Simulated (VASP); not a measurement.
A run of VASP 6.6.1 is set up as follows.

INCAR

```
SYSTEM = LiF
  PREC = Accurate
  ENCUT = 750
  EDIFF = 1E-6
  ISMEAR = 0
  SIGMA = 0.01
  LREAL = .FALSE.
  LASPH = .TRUE.
  NELM = 120
  ALGO = Normal
  ISIF = 2
  LWAVE = .FALSE.
  LCHARG = .FALSE.
  GGA = PE
  NBANDS = 12
  GGA_COMPAT = .FALSE.
```

Contents of KPOINTS:

```
regular mesh
0
G
  6 6 6
  0 0 0
```

Contents of POSCAR:

```
LiF
1.0
    0.0000000000      2.0050000000      2.0050000000
    2.0050000000      0.0000000000      2.0050000000
    2.0050000000      2.0050000000      0.0000000000
Li F
1 1
Direct
    0.0000000000      0.0000000000      0.0000000000
    0.5000000000      0.5000000000      0.5000000000
```

Potentials or basis: VASP PAW PBE potentials, release 64 (Li_sv, F).

The run is started by

```sh
$ cat potpaw_PBE.64/Li_sv/POTCAR potpaw_PBE.64/F/POTCAR > POTCAR
$ mpirun -np 1 vasp_std > vasp.out
```

Estimate the band gap on the k mesh.

9.20 eV, direct.

Predict the pressure.

2.4 GPa.

Caveat: the k points lie up to 0.45 Å⁻¹ apart.
